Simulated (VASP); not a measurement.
Set up this calculation in VASP 6.6.1, as the native input.

```
Task                   : relaxation of cell and atoms
Functional             : PBE
Potentials or basis    : VASP PAW PBE potentials, release 64 (As, Ir)
Cutoff                 : 600 eV
k mesh                 : 3 × 3 × 4
Occupations            : gaussian, width 0.1 eV
Spin                   : no spin polarisation
Dipole correction      : no
Further INCAR settings : ALGO = Normal; EDIFF = 1e-06; IBRION = 2; EDIFFG = -0.04; NSW = 90; ISIF = 3
```

The structure of As7Ir lies in POSCAR:

```
As7Ir
1.0
    7.9686745700      0.0000000000      0.0000000000
   -3.9843372850      6.9010746121      0.0000000000
    0.0000000000      0.0000000000      4.6021295004
As Ir
7 1
Direct
    0.3539926889      0.0000000000      0.0000000000
    0.0000000000      0.3539926889      0.0000000000
    0.6460073111      0.6460073111      0.0000000000
    0.6460073111      0.0000000000      0.0000000000
    0.0000000000      0.6460073111      0.0000000000
    0.3539926889      0.3539926889      0.0000000000
    0.0000000000      0.0000000000      0.0000000000
    0.0000000000      0.0000000000      0.5000000000
```

The cell was generated, and may not be a known phase.

The input as run:

INCAR

```
PREC = Accurate ; ENCUT = 600
EDIFF = 1E-6 ; ISMEAR = 0
SIGMA = 0.1 ; LREAL = F
LASPH = T ; NELM = 80
ALGO = Normal ; ISIF = 3
LWAVE = F ; LCHARG = F
GGA = PE ; IBRION = 2
NSW = 90 ; EDIFFG = -0.04
```

KPOINTS

```
Automatic mesh
0
Gamma
  3 3 4
```

Potentials or basis: VASP PAW PBE potentials, release 64 (As, Ir).

Command:

```bash
$ cat potpaw_PBE.64/As/POTCAR potpaw_PBE.64/Ir/POTCAR > POTCAR
$ mpirun -np 1 vasp_std > vasp.out
```

It gave:

```
Relaxed volume                        : 31.58 Å³/atom
Relaxed cell                          : a = 7.984 Å, b = 7.984 Å, c = 4.577 Å, α = 90.00°, β = 90.00°, γ = 120.00°
Space group after relaxing (to 0.1 Å) : P6/mmm (No. 191)
Energy gained by relaxing             : 0.6 meV/atom
Ionic steps                           : 3
Pressure after relaxing               : -0.1 GPa
Largest force after relaxing          : 0.006 eV/Å
Band gap on the k mesh                : 0.20 eV (least direct gap 0.35 eV)
```

Caveat: spin-orbit coupling is left out, which moves the levels of the heavy elements.

Wall time 110 s on 1 thread of Intel(R) Xeon(R) 6975P-C (Granite Rapids), on a shared host, peak memory 0.46 GiB.
